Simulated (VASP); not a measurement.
Set up this calculation in VASP 6.6.1, as the native input.

| Property | Result |
| --- | --- |
| Task | single point |
| Functional | PBEsol |
| Potentials or basis | VASP PAW PBE potentials, release 64 (Cd, Se) |
| Cutoff | 520 eV |
| k mesh | 6 × 6 × 6 |
| Occupations | gaussian, width 0.01 eV |
| Spin | no spin polarisation |
| Dipole correction | no |
| Further INCAR settings | ALGO = Normal; EDIFF = 1e-06; NBANDS = 16 |

The structure of CdSe lies in POSCAR:

```
CdSe
1.0
    0.0000000000      3.0227212248      3.0227212248
    3.0227212248      0.0000000000      3.0227212248
    3.0227212248      3.0227212248      0.0000000000
Cd Se
1 1
Direct
    0.0000000000      0.0000000000      0.0000000000
    0.7500000000      0.7500000000      0.7500000000
```

One way to write it, as run:

INCAR

```
SYSTEM = CdSe
ALGO     = Normal         ! electronic algorithm
EDIFF    = 1E-6           ! SCF threshold, eV
ENCUT    = 520            ! plane-wave cutoff, eV
GGA      = PS             ! functional
ISIF     = 2              ! what is computed and relaxed
ISMEAR   = 0              ! smearing method
LASPH    = .TRUE.         ! aspherical terms in the spheres
LCHARG   = .FALSE.        ! write CHGCAR
LREAL    = .FALSE.        ! projectors in reciprocal space
LWAVE    = .FALSE.        ! write WAVECAR
NBANDS   = 16             ! bands
NELM     = 60             ! most SCF steps
PREC     = Accurate       ! precision mode
SIGMA    = 0.01           ! smearing width, eV
```

KPOINTS

```
k-points
0
G
  6 6 6
  0 0 0
```

Potentials or basis: VASP PAW PBE potentials, release 64 (Cd, Se).

Run with:

```bash
$ cat potpaw_PBE.64/Cd/POTCAR potpaw_PBE.64/Se/POTCAR > POTCAR
$ mpirun -np 1 vasp_std > vasp.out
```

It gave:

| Quantity | Value |
| --- | --- |
| Pressure | 1.4 GPa |
| Band gap on the k mesh | 0.52 eV, direct |

Caveat: the PAW data sets were made with another functional, which shifts forces and pressure a little.

Run time: 18 s on 1 thread of Intel Xeon 8259CL, on a shared host, peak memory 0.18 GiB.
